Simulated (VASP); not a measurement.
Set up this calculation in VASP 6.6.1, as the native input.

```
Task                   : single point
Functional             : PBEsol
Potentials or basis    : VASP PAW PBE potentials, release 64 (Pb_d)
Cutoff                 : 500 eV
k mesh                 : 16 × 16 × 16
Occupations            : gaussian, width 0.1 eV
Spin                   : no spin polarisation
Dipole correction      : no
Further INCAR settings : ALGO = Normal; EDIFF = 1e-06; NBANDS = 13
```

The structure of Pb lies in POSCAR:

```
Pb
1.0
    0.0000000000      2.3722336751      2.3722336751
    2.3722336751      0.0000000000      2.3722336751
    2.3722336751      2.3722336751      0.0000000000
Pb
1
Direct
    0.0000000000      0.0000000000      0.0000000000
```

The input as run:

INCAR

```
PREC = Accurate
ENCUT = 500
EDIFF = 1E-6
ISMEAR = 0
SIGMA = 0.1
LREAL = False
LASPH = True
NELM = 120
ALGO = Normal
ISIF = 2
LWAVE = False
LCHARG = False
GGA = PS
NBANDS = 13
GGA_COMPAT = False
```

KPOINTS

```
Automatic mesh
0
Gamma
  16 16 16
```

Potentials or basis: VASP PAW PBE potentials, release 64 (Pb_d).

Launch:

```sh
$ cat potpaw_PBE.64/Pb_d/POTCAR > POTCAR
$ mpirun -np 1 vasp_std > vasp.out
```

Results of the run:

```json
{
 "Pressure": "7.4 GPa",
 "Band gap on the k mesh": "zero (band 7 reaches 17.06 eV, above the bottom of band 8 at 6.64 eV)"
}
```

Caveat: the PAW data sets were made with another functional, which shifts forces and pressure a little; spin-orbit coupling is left out, which moves the levels of the heavy elements.

It took 14 s on 1 thread of Intel(R) Xeon(R) Platinum 8488C (Sapphire Rapids), with other jobs on the host, peak memory 0.17 GiB.
